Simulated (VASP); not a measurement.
The system is LiSiI5.

```
CELL_PARAMETERS angstrom
-2.71440 4.66933 5.62444
2.71440 -4.66933 5.62444
2.71440 4.66933 -5.62444
ATOMIC_POSITIONS crystal
Li 0.50000 0.50000 0.00000
Si 0.00000 0.00000 0.00000
I 0.79180 0.50000 0.29180
I 0.20820 0.50000 0.70820
I 0.26060 0.26060 0.00000
I 0.73940 0.73940 0.00000
I 0.50000 0.00000 0.50000
```

```yaml
Program: VASP 6.6.1
Task: relaxation of cell and atoms
Functional: PBEsol
Potentials_or_basis: VASP PAW PBE potentials, release 64 (Li_sv, Si, I)
Cutoff: 600 eV
k_mesh: 4 × 4 × 4
Occupations: fermi-dirac, width 0.03 eV
Spin: no spin polarisation
```

At the start: pressure -2.1 GPa; volume 40.74 Å³/atom.

Task: Where does the relaxation end?

Result: Over 20 steps the energy falls by 209.9 meV/atom and the volume is 38.60 Å³/atom (-5.2 %); space group Immm (No. 71, to 0.1 Å) before and after.

The path:
```
step  energy change (eV)  largest force (eV/Å)  pressure (GPa)  volume (Å³)
   1              0.0000                1.0666           -2.12       285.15
   2             -0.5090                1.0750           -1.33       263.38
   3             -0.9013                0.9454            1.70       230.86
   4             -1.1623                0.6475            1.56       234.42
   5             -1.2463                0.5682            2.10       238.10
   6             -1.4053                0.4570           -0.53       265.59
   7             -1.4068                0.4285           -0.33       262.72
   8             -1.4384                0.1570           -0.05       263.87
   9             -1.4399                0.0595            0.04       264.16
  10             -1.4522                0.0366            0.08       265.20
  11             -1.4572                0.0646            0.16       266.53
  12             -1.4634                0.1305           -0.15       270.28
  13             -1.4635                0.1351           -0.16       270.44
  14             -1.4679                0.0495           -0.01       270.26
  15             -1.4679                0.0495           -0.01       270.26
  16             -1.4685                0.0414            0.01       270.00
  17             -1.4691                0.0223            0.08       269.38
  18             -1.4693                0.0082            0.02       269.97
  19             -1.4694                0.0139            0.00       270.12
  20             -1.4694                0.0043            0.00       270.21
```

Final structure:
```xyz
7
Lattice="-2.3604 4.8270 5.9292 2.3604 -4.8270 5.9292 2.3604 4.8270 -5.9292" Properties=species:S:1:pos:R:3 pbc="T T T"
Li    0.0000    0.0000    5.9292
Si    0.0000    0.0000    0.0000
I     0.0000    3.0255    5.9292
I     2.3604    1.8014    0.0000
I     0.0000    0.0000    2.4986
I     0.0000    0.0000    9.3597
I     0.0000    4.8270    0.0000
```

Caveat: the cutoff is under 1.25 times the usual one of these potentials, so pressure, stress and relaxed cells hold a basis-set (Pulay) error; the PAW data sets were made with another functional, which shifts forces and pressure a little.
